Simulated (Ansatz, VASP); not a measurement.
**ZnO in VASP and in Ansatz**

```
Zn O
1.0
     0.00000    2.21912    2.04330
     2.21912    0.00000    2.04330
     2.21912    2.21912    0.00000
Zn O
1 1
Direct
  0.00000 0.00000 0.00000
  0.50000 0.50000 0.50000
```

Change from the starting cell: epitaxial_xy strain +4.0%.

Alike in both runs: task single point; functional HSE06; k mesh 8 × 8 × 8; no spin polarisation.

|  | VASP | Ansatz |
| --- | --- | --- |
| version | VASP 6.6.1 | Ansatz 0.2.0 |
| potentials or method | VASP PAW PBE potentials, release 64 (Zn, O) | plane waves, PAW |
| plane-wave cutoff (eV) | 520 | 420 |
| occupations | gaussian, width 0.01 eV | fixed |
| valence electrons in the cell | 18 | 18 |

|  | VASP | Ansatz | Ansatz less VASP |
| --- | --- | --- | --- |
| gap on the k mesh at the Fermi level (eV) | 2.32 | 2.38 | +0.062 |
| pressure (GPa) | -2.1 | -3.4 | -1.33 |
| traceless stress, the component that is largest in VASP (GPa) | 5.27 | 4.61 | -0.659 |

Ansatz's warnings: stress exchange threshold loose, stress scf threshold loose.
